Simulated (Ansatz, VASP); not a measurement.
**NbC4: VASP beside Ansatz**

```
CELL_PARAMETERS angstrom
-2.90408 2.90408 1.79903
2.90408 -2.90408 1.79903
2.90408 2.90408 -1.79903
ATOMIC_POSITIONS crystal
Nb 0.00000 0.00000 0.00000
C 0.59984 0.80104 0.40088
C 0.40016 0.19896 0.59912
C 0.80104 0.40016 0.20120
C 0.19896 0.59984 0.79880
```

Change from the starting cell: species swapped into the HoAu4 type (I4/m, No. 87).

Alike in both runs: task relaxation of cell and atoms; functional PBE; k mesh 6 × 6 × 6; occupations gaussian, width 0.1 eV; no spin polarisation.

|  | VASP | Ansatz |
| --- | --- | --- |
| version | VASP 6.6.1 | Ansatz 0.2.0 |
| potentials or method | VASP PAW PBE potentials, release 64 (Nb_sv, C), cutoff 600 eV | scalar-relativistic, plane waves, PAW |
| valence electrons in the cell | 29 | 29 |

|  | VASP | Ansatz | Ansatz less VASP |
| --- | --- | --- | --- |
| gap on the k mesh at the Fermi level, each at its own relaxed structure (eV) | none | none | - |
| relaxed volume (Å³/atom) | 10.32 | 10.31 | -0.017 |
| relaxed cell length with the largest relative difference (Å) | 4.648 | 4.645 | -0.0027 |

A gap of «none» marks a metal or a gap that the smearing closes.
